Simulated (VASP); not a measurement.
# Nb (Fm-3m) in VASP: notebook

The runs below take Nb through single point, relaxation of cell and atoms, with PBE, BLYP+D4, LDA, PBEsol+D4.

All numbers are computed with VASP 6.6.1; they aren't measurements. Logs are shortened: lines on timing, memory, paths and dates and some standing lists are left out, and cuts for length are marked.

### 1 The cell of the first run

It takes space group Fm-3m (No. 225, cubic). The conventional cell has a = 4.230 Å, b = 4.230 Å, c = 4.230 Å, α = 90.00°, β = 90.00°, γ = 90.00°. Within 3.9 Å of Nb (site symmetry m-3m) lie 12 Nb at 2.99 Å.

### 2 Single point, PBE

INCAR reads:

```
PREC = Accurate
ENCUT = 520
EDIFF = 1E-7
ISMEAR = 0
SIGMA = 0.027000000000000003
LREAL = F
LASPH = T
NELM = 60
ALGO = Normal
ISIF = 2
LWAVE = F
LCHARG = T
GGA = PE
LELF = T
LVHAR = T
NBANDS = 12
```

KPOINTS reads:

```
Automatic mesh
0
Gamma
  11 11 11
```

POSCAR reads:

```
Nb
1.0
    0.0000000000      2.1150000000      2.1150000000
    2.1150000000      0.0000000000      2.1150000000
    2.1150000000      2.1150000000      0.0000000000
Nb
1
Direct
    0.0000000000      0.0000000000      0.0000000000
```

Potentials or basis: VASP PAW PBE potentials, release 64 (Nb_sv).

On the command line:

```bash
$ cat potpaw_PBE.64/Nb_sv/POTCAR > POTCAR
$ mpirun -np 1 vasp_std > vasp.out
```

OUTCAR:

```text
PREC = Accurate
   ENCUT = 520
   EDIFF = 1E-7
   ISMEAR = 0
   LREAL = F
   LASPH = T
   NELM = 60
   ISIF = 2
   GGA = PE

 ion  position               nearest neighbor table
   1  0.000  0.000  0.000-

  LATTYP: Found a face centered cubic cell.
 ALAT       =     4.2300000000

  Lattice vectors:

 A1 = (   0.0000000000,   2.1150000000,   2.1150000000)
 A2 = (   2.1150000000,   0.0000000000,   2.1150000000)
 A3 = (   2.1150000000,   2.1150000000,   0.0000000000)

Analysis of symmetry for initial positions (statically):
=====================================================================
 Subroutine PRICEL returns:
 Original cell was already a primitive cell.

 Routine SETGRP: Setting up the symmetry group for a
 face centered cubic supercell.

 Subroutine GETGRP returns: Found 48 space group operations
 (whereof 48 operations were pure point group operations)
 out of a pool of 48 trial point group operations.

The static configuration has the point symmetry O_h .

Analysis of symmetry for dynamics (positions and initial velocities):
=====================================================================
 Subroutine PRICEL returns:
 Original cell was already a primitive cell.

 Routine SETGRP: Setting up the symmetry group for a
 face centered cubic supercell.

 Subroutine GETGRP returns: Found 48 space group operations
 (whereof 48 operations were pure point group operations)
 out of a pool of 48 trial point group operations.

The dynamic configuration has the point symmetry O_h .

 Subroutine INISYM returns: Found 48 space group operations
 (whereof 48 operations are pure point group operations),
 and found     1 'primitive' translations

----------------------------------------------------------------------------------------

                                     Primitive cell

  volume of cell :      18.9217

  direct lattice vectors                    reciprocal lattice vectors
     0.000000000  2.115000000  2.115000000    -0.236406619  0.236406619  0.236406619
     2.115000000  0.000000000  2.115000000     0.236406619 -0.236406619  0.236406619
     2.115000000  2.115000000  0.000000000     0.236406619  0.236406619 -0.236406619

  length of vectors
     2.991061684  2.991061684  2.991061684     0.409468276  0.409468276  0.409468276

  position of ions in fractional coordinates (direct lattice)
     0.000000000  0.000000000  0.000000000

  ion indices of the primitive-cell ions
   primitive index   ion index
                 1           1

----------------------------------------------------------------------------------------

 KPOINTS: Automatic mesh

Automatic generation of k-mesh.
 Grid dimensions read from file:
 generate k-points for:   11   11   11

 Generating k-lattice:

  Cartesian coordinates                     Fractional coordinates (reciprocal lattice)
    -0.021491511  0.021491511  0.021491511     0.090909091  0.000000000  0.000000000
     0.021491511 -0.021491511  0.021491511     0.000000000  0.090909091  0.000000000
     0.021491511  0.021491511 -0.021491511     0.000000000  0.000000000  0.090909091

  Length of vectors
     0.037224389  0.037224389  0.037224389

  Shift w.r.t. Gamma in fractional coordinates (k-lattice)
     0.000000000  0.000000000  0.000000000

 Subroutine IBZKPT returns following result:
 ===========================================

 Found     56 irreducible k-points:

 Following reciprocal coordinates:
            Coordinates               Weight
  0.000000  0.000000  0.000000      1.000000
  0.090909  0.000000  0.000000      8.000000
  0.181818  0.000000  0.000000      8.000000
  0.272727  0.000000  0.000000      8.000000
  0.363636  0.000000  0.000000      8.000000
  0.454545  0.000000  0.000000      8.000000
[... 16 lines left out ...]
 -0.272727  0.181818  0.000000     24.000000
 -0.181818  0.181818  0.000000     12.000000
 [... further k-points ...]
   k-points           NKPTS =     56   k-points in BZ     NKDIM =     56   number of bands    NBANDS=     12
   number of dos      NEDOS =    301   number of ions     NIONS =      1
   total plane-waves  NPLWV =  13824
   dimension x,y,z NGX =    24 NGY =   24 NGZ =   24
   dimension x,y,z NGXF=    48 NGYF=   48 NGZF=   48
   ions per type =               1
   NGX,Y,Z   is equivalent  to a cutoff of  13.34, 13.34, 13.34 a.u.
   NGXF,Y,Z  is equivalent  to a cutoff of  26.68, 26.68, 26.68 a.u.
 SYSTEM =  unknown system
   PREC   = accura    normal or accurate (medium, high low for compatibility)
   ISTART =      0    job   : 0-new  1-cont  2-samecut
   ICHARG =      2    charge: 1-file 2-atom 10-const
   ISPIN  =      1    spin polarized calculation?
   LNONCOLLINEAR =      F non collinear calculations
   LSORBIT =      F    spin-orbit coupling
   LASPH  =      T    aspherical Exc in radial PAW
   ENCUT  =  520.0 eV  38.22 Ry    6.18 a.u.   5.56  5.56  5.56*2*pi/ulx,y,z
   NELM   =     60;   NELMIN=  2; NELMDL= -5     # of ELM steps
   EDIFF  = 0.1E-06   stopping-criterion for ELM
   LREAL  =      F    real-space projection
   EDIFFG = 0.1E-05   stopping-criterion for IOM
   NSW    =      0    number of steps for IOM
   IBRION =     -1    ionic relax: 0-MD 1-quasi-New 2-CG
   NFREE  =      0    steps in history (QN), initial steepest desc. (CG)
   ISIF   =      2    stress and relaxation
   ISYM   =      2    0-nonsym 1-usesym 2-fastsym
   POTIM  = 0.5000    time-step for ionic-motion
   TEBEG  =    0.0;   TEEND  =   0.0 temperature during run
   PSTRESS=    0.0 pullay stress
   NELECT =      13.0000    total number of electrons
   NUPDOWN=      -1.0000    fix difference up-down
   EMIN   =  10.00;   EMAX   =-10.00  energy-range for DOS
   EFERMI =   0.00;   METHOD = LEGACY
   ISMEAR =     0;   SIGMA  =   0.03  broadening in eV -4-tet -1-fermi 0-gaus
   EFERMI_NEDOS =   21; number of points for ismear=-14 and -15
   IALGO  =     38    algorithm
   IMIX   =      4    mixing-type and parameters
     AMIX     =   0.40;   BMIX     =  1.00
     AMIX_MAG =   1.60;   BMIX_MAG =  1.00
  volume/ion in A,a.u.               =      18.92       127.69
  Fermi-wavevector in a.u.,A,eV,Ry     =   1.444560  2.729823 28.392005  2.086754
  Thomas-Fermi vector in A             =   2.562841
   LORBIT       =      0    0 simple, 1 ext, 2 COOP (PROOUT), +10 PAW based schemes
   GGA     = PE    functional components
   LHFCALC =     F    Hartree Fock is set to
   AEXX    =    0.0000 exact exchange contribution
   IVDW    =     0    specifies the selected vdW correction
   LEPSILON=     F    determine dielectric tensor
   LRPA    =     F    only Hartree local field effects (RPA)
 non-spin polarized calculation
 Gauss-broadening in eV      SIGMA  =   0.03
  energy-cutoff  :      520.00
  volume of cell :       18.92
 maximum number of plane-waves:       532
   NGX = 11   NGY = 11   NGZ = 11

 number of electron      13.0000001 magnetization

 Free energy of the ion-electron system (eV)
  ---------------------------------------------------
  ext. energy  EPLUGINS =         0.00000000
  ---------------------------------------------------
  free energy    TOTEN  =        -9.89379364 eV

  energy without entropy =       -9.89324913  energy(sigma->0) =       -9.89352138

 E-fermi :  10.8579     XC(G=0): -12.2486

 val. band max:       10.8573262015   @ k =   0.3636   0.2727   0.0909
 cond. band min:      10.8959706183   @ k =  -0.1818   0.1818   0.0000
 fundamental gap:      0.0386444169
 Fermi energy:        10.8578705904

 k-point     1 :       0.0000    0.0000    0.0000
  band No.  band energies     occupation
      1     -43.9361      2.00000
      2     -19.3395      2.00000
      3     -19.3395      2.00000
      4     -19.3395      2.00000
      5       4.6489      2.00000
      6      10.9692      0.00000
      7      10.9692      0.00000
      8      10.9692      0.00000
      9      13.5343      0.00000
     10      13.5343      0.00000
     11      22.6633      0.00000
     12      27.4054      0.00000

 k-point     2 :       0.0909    0.0000    0.0000
  band No.  band energies     occupation
      1     -43.9215      2.00000
      2     -19.4372      2.00000
      3     -19.3517      2.00000
      4     -19.3517      2.00000
      5       4.9504      2.00000
      6      10.7429      2.00000
      7      11.1037      0.00000
      8      11.1037      0.00000
      9      13.4198      0.00000
     10      13.4198      0.00000
     11      23.2578      0.00000
     12      26.2627      0.00000

 k-point     3 :       0.1818    0.0000    0.0000
  band No.  band energies     occupation
      1     -43.8822      2.00000
      2     -19.6938      2.00000
      3     -19.3841      2.00000
      4     -19.3841      2.00000
      5       5.7467      2.00000
      6      10.3056      2.00000
      7      11.3420      0.00000
      8      11.3420      0.00000
      9      13.3250      0.00000
     10      13.3250      0.00000
     11      24.0512      0.00000
     12      25.1874      0.00000

 k-point     4 :       0.2727    0.0000    0.0000
  band No.  band energies     occupation
      1     -43.8302      2.00000
      2     -20.0188      2.00000
      3     -19.4261      2.00000
      4     -19.4261      2.00000
      5       6.6369      2.00000
      6      10.2233      2.00000
      7      11.2853      0.00000
      8      11.2853      0.00000
      9      13.7718      0.00000
     10      13.7718      0.00000
     11      22.7948      0.00000
     12      25.9048      0.00000

 k-point     5 :       0.3636    0.0000    0.0000
  band No.  band energies     occupation
      1     -43.7819      2.00000
      2     -20.3075      2.00000
      3     -19.4644      2.00000
      4     -19.4644      2.00000
      5       7.0380      2.00000
      6      10.9989      0.00000
      7      11.0103      0.00000
      8      11.0103      0.00000
      9      14.6506      0.00000
     10      14.6506      0.00000
     11      21.7857      0.00000
     12      24.3820      0.00000
[... 228 lines left out ...]
      1     -43.7264      2.00000
      2     -20.3829      2.00000
      3     -19.7219      2.00000
      4     -19.5567      2.00000
      5       7.9158      2.00000
      6       9.6027      2.00000
      7      11.0521      0.00000
      8      11.6967      0.00000
      9      15.3399      0.00000
     10      17.3371      0.00000
     11      20.5337      0.00000
     12      24.4094      0.00000

 k-point    22 :      -0.3636    0.1818    0.0000
  band No.  band energies     occupation
      1     -43.7360      2.00000
      2     -20.3291      2.00000
      3     -19.7465      2.00000
      4     -19.5169      2.00000
      5       8.0392      2.00000
      6       9.8043      2.00000
      7      10.7299      2.00000
      8      11.6596      0.00000
      9      14.4092      0.00000
     10      17.2524      0.00000
     11      21.5281      0.00000
     12      24.6772      0.00000

 k-point    23 :      -0.2727    0.1818    0.0000
  band No.  band energies     occupation
      1     -43.7683      2.00000
      2     -20.1764      2.00000
      3     -19.7113      2.00000
      4     -19.4640      2.00000
      5       7.9731      2.00000
      6       9.8651      2.00000
      7      10.2925      2.00000
      8      11.8421      0.00000
      9      13.2561      0.00000
     10      16.3913      0.00000
     11      23.1976      0.00000
     12      25.6307      0.00000

 k-point    24 :      -0.1818    0.1818    0.0000
  band No.  band energies     occupation
      1     -43.8128      2.00000
      2     -19.9873      2.00000
      3     -19.6096      2.00000
      4     -19.4145      2.00000
      5       7.2317      2.00000
      6       9.6706      2.00000
      7      10.8960      0.04598
      8      12.2252      0.00000
      9      12.2606      0.00000
     10      15.1616      0.00000
     11      24.1328      0.00000
     12      26.6906      0.00000

 [... further k-points ...]

------------------------ aborting loop because EDIFF is reached ----------------------------------------

  FORCE on cell =-STRESS in cart. coord.  units (eV):
  Direction    XX          YY          ZZ          XY          YZ          ZX
  --------------------------------------------------------------------------------------
  -------------------------------------------------------------------------------------
  Total       -0.2670897     -0.2670897     -0.2670897      0.0000000      0.0000000      0.0000000
  in kB      -22.6155247    -22.6155247    -22.6155247      0.0000000      0.0000000      0.0000000
  external PRESSURE =     -22.6155247 kB  Pullay stress =       0.0000000 kB

 VOLUME and BASIS-vectors are now :
 -----------------------------------------------------------------------------
  energy-cutoff  :      520.00
  volume of cell :       18.92
      direct lattice vectors                 reciprocal lattice vectors
     0.000000000  2.115000000  2.115000000    -0.236406619  0.236406619  0.236406619
     2.115000000  0.000000000  2.115000000     0.236406619 -0.236406619  0.236406619
     2.115000000  2.115000000  0.000000000     0.236406619  0.236406619 -0.236406619

 POSITION                                       TOTAL-FORCE (eV/Angst)
 -----------------------------------------------------------------------------------
      0.00000      0.00000      0.00000         0.000000     -0.000000      0.000000
 -----------------------------------------------------------------------------------
    total drift:                                0.000000      0.000000     -0.000000

  FREE ENERGIE OF THE ION-ELECTRON SYSTEM (eV)
  ---------------------------------------------------
  free  energy   TOTEN  =        -9.8937936370 eV

  energy  without entropy=       -9.8932491262  energy(sigma->0) =       -9.89352138
```

It took 5.2 s on 1 thread of Intel Xeon 6975P-C (Granite Rapids), shared host; peak memory 0.14 GiB.

Results:

| Property | Result |
| --- | --- |
| Free energy | -9.8938 eV |
| Pressure | -2.3 GPa |

### 3 Relaxation of cell and atoms, BLYP+D4

INCAR reads:

```
PREC     = Accurate       # precision mode
ENCUT    = 600            # plane-wave cutoff, eV
EDIFF    = 1E-7           # SCF threshold, eV
ISMEAR   = -1             # smearing method
SIGMA    = 0.05           # smearing width, eV
LREAL    = F              # projectors in reciprocal space
LASPH    = T              # aspherical terms in the spheres
NELM     = 60             # most SCF steps
ALGO     = Normal         # electronic algorithm
ISIF     = 3              # what is computed and relaxed
LWAVE    = F              # write WAVECAR
LCHARG   = F              # write CHGCAR
GGA      = B5             # functional
ALDAX    = 1.0          
AGGAX    = 1.0          
AGGAC    = 1.0          
ALDAC    = 0.0          
IVDW     = 13             # dispersion correction
VDW_S6   = 1.0          
VDW_S8   = 2.34076671   
VDW_A1   = 0.44488865   
VDW_A2   = 4.0933009    
IBRION   = 2              # ionic algorithm
NSW      = 60             # ionic steps
EDIFFG   = -0.01          # ionic threshold
```

KPOINTS is that of step 2.

POSCAR is that of step 2.

Potentials or basis: VASP PAW PBE potentials, release 64 (Nb_sv).

On the command line:

```bash
$ cat potpaw_PBE.64/Nb_sv/POTCAR > POTCAR
$ mpirun -np 1 vasp_std > vasp.out
```

Run time: 20 s. Hardware: 1 thread of Intel Xeon 6975P-C (Granite Rapids), shared host; peak memory 0.15 GiB.

Results (log left out):

- Free energy: -9.1433 eV
- Relaxed volume: 18.80 Å³/atom
- Relaxed cell: a = 2.985 Å, b = 2.985 Å, c = 2.985 Å, α = 60.00°, β = 60.00°, γ = 60.00°
- Space group after relaxing (to 0.05 Å): Fm-3m (No. 225)
- Energy gained by relaxing: 0.4 meV/atom
- Ionic steps: 3
- Pressure after relaxing: 0.0 GPa
- Dispersion energy per atom: -0.598 eV

The path:
| step | energy change (eV) | largest force (eV/Å) | pressure (GPa) | volume (Å³) |
| --- | --- | --- | --- | --- |
| 1 | 0.0000 | 0.0000 | -1.02 | 18.92 |
| 2 | 0.0008 | 0.0000 | 1.81 | 18.59 |
| 3 | -0.0004 | 0.0000 | -0.01 | 18.80 |

Final structure:
```
CELL_PARAMETERS angstrom
0.00000 2.11044 2.11044
2.11044 0.00000 2.11044
2.11044 2.11044 0.00000
ATOMIC_POSITIONS crystal
Nb 0.00000 0.00000 0.00000
```

Levels at points of the mesh, in eV from the Fermi level:
```csv
k point,band 3,band 4,band 5,band 6,band 7,band 8,band 9,band 10
"(0.00, 0.00, 0.00)",-30.19,-30.19,-6.04,0.03,0.03,0.03,2.59,2.59
```

Caveat: the PAW data sets were made with another functional, which shifts forces and pressure a little; pairwise dispersion overbinds metals, which lowers pressure and volume.

### 4 Single point, LDA

INCAR reads:

```
SYSTEM = Nb
PREC = Accurate
ENCUT = 520
EDIFF = 1E-6
ISMEAR = -1
SIGMA = 0.02
LREAL = .False.
LASPH = .True.
NELM = 60
ALGO = Normal
ISIF = 2
LWAVE = .False.
LCHARG = .False.
NBANDS = 12
```

KPOINTS reads:

```
Automatic mesh
0
Gamma
  11 11 11
  0 0 0
```

POSCAR reads:

```
Nb
1.0
    2.9910616800      0.0000000000      0.0000000000
    1.4955308400      2.5903353992      0.0000000000
    1.4955308400      0.8634451331      2.4421916351
Nb
1
Direct
    0.0000000000      0.0000000000      0.0000000000
```

Potentials or basis: VASP PAW LDA potentials, release 64 (Nb_sv).

On the command line:

```bash
$ cat potpaw_LDA.64/Nb_sv/POTCAR > POTCAR
$ mpirun -np 1 vasp_std > vasp.out
```

OUTCAR:

```text
SYSTEM = Nb
   PREC = Accurate
   ENCUT = 520
   EDIFF = 1E-6
   ISMEAR = -1
   LREAL = .False.
   LASPH = .True.
   NELM = 60
   ISIF = 2

 ion  position               nearest neighbor table
   1  0.000  0.000  0.000-

  LATTYP: Found a face centered cubic cell.
 ALAT       =     4.2299999938

  Lattice vectors:

 A1 = (   2.9910616800,   0.0000000000,   0.0000000000)
 A2 = (   1.4955308400,   2.5903353992,   0.0000000000)
 A3 = (   1.4955308400,   0.8634451331,   2.4421916351)

[... 537 lines left out ...]

 [... further k-points ...]

------------------------ aborting loop because EDIFF is reached ----------------------------------------

  FORCE on cell =-STRESS in cart. coord.  units (eV):
  Direction    XX          YY          ZZ          XY          YZ          ZX
  --------------------------------------------------------------------------------------
  -------------------------------------------------------------------------------------
  Total       -1.3162351     -1.3162351     -1.3162351     -0.0000000     -0.0000000      0.0000000
  in kB     -111.4507399   -111.4507399   -111.4507399     -0.0000000     -0.0000000      0.0000000
  external PRESSURE =    -111.4507399 kB  Pullay stress =       0.0000000 kB

 VOLUME and BASIS-vectors are now :
 -----------------------------------------------------------------------------
  energy-cutoff  :      520.00
  volume of cell :       18.92
      direct lattice vectors                 reciprocal lattice vectors
     2.991061680  0.000000000  0.000000000     0.334329448 -0.193025197 -0.136489426
     1.495530840  2.590335399  0.000000000     0.000000000  0.386050393 -0.136489426
     1.495530840  0.863445133  2.442191635     0.000000000  0.000000000  0.409468277

 POSITION                                       TOTAL-FORCE (eV/Angst)
 -----------------------------------------------------------------------------------
      0.00000      0.00000      0.00000        -0.000000      0.000000      0.000000
 -----------------------------------------------------------------------------------
    total drift:                                0.000000     -0.000000      0.000000

  FREE ENERGIE OF THE ION-ELECTRON SYSTEM (eV)
  ---------------------------------------------------
  free  energy   TOTEN  =       -10.8521962271 eV

  energy  without entropy=      -10.8503342431  energy(sigma->0) =      -10.85126524
```

OSZICAR:

```text
N       E                     dE             d eps       ncg     rms          rms(c)
DAV:   1     0.122566788595E+03    0.12257E+03   -0.71595E+03  1344   0.108E+03
DAV:   2    -0.563316783381E+01   -0.12820E+03   -0.12333E+03  1472   0.405E+02
DAV:   3    -0.110347354808E+02   -0.54016E+01   -0.51506E+01  2016   0.741E+01
DAV:   4    -0.113593551031E+02   -0.32462E+00   -0.32206E+00  1872   0.158E+01
DAV:   5    -0.113756811532E+02   -0.16326E-01   -0.16321E-01  2108   0.307E+00    0.652E+00
DAV:   6    -0.109087570828E+02    0.46692E+00   -0.71989E-01  2160   0.106E+01    0.223E+00
DAV:   7    -0.108504978204E+02    0.58259E-01   -0.18625E-01  2220   0.519E+00    0.898E-01
DAV:   8    -0.108521581593E+02   -0.16603E-02   -0.11936E-02  1608   0.138E+00    0.271E-02
DAV:   9    -0.108521874476E+02   -0.29288E-04   -0.59846E-04  2144   0.252E-01    0.257E-02
DAV:  10    -0.108521944703E+02   -0.70226E-05   -0.15221E-05  1704   0.336E-02    0.181E-02
DAV:  11    -0.108521962482E+02   -0.17779E-05   -0.97440E-06  1792   0.525E-02    0.224E-03
DAV:  12    -0.108521962271E+02    0.21093E-07   -0.60844E-07  1060   0.836E-03
   1 F= -.10852196E+02 E0= -.10851265E+02  d E =-.186198E-02
```

Run time: 4.7 s. Hardware: 1 thread of Intel Xeon Platinum 8559C (Emerald Rapids), shared host; peak memory 0.13 GiB.

Results:

```yaml
Free_energy: -10.8522 eV
Pressure: -11.1 GPa
```

(Continued in part 2 of 3.)
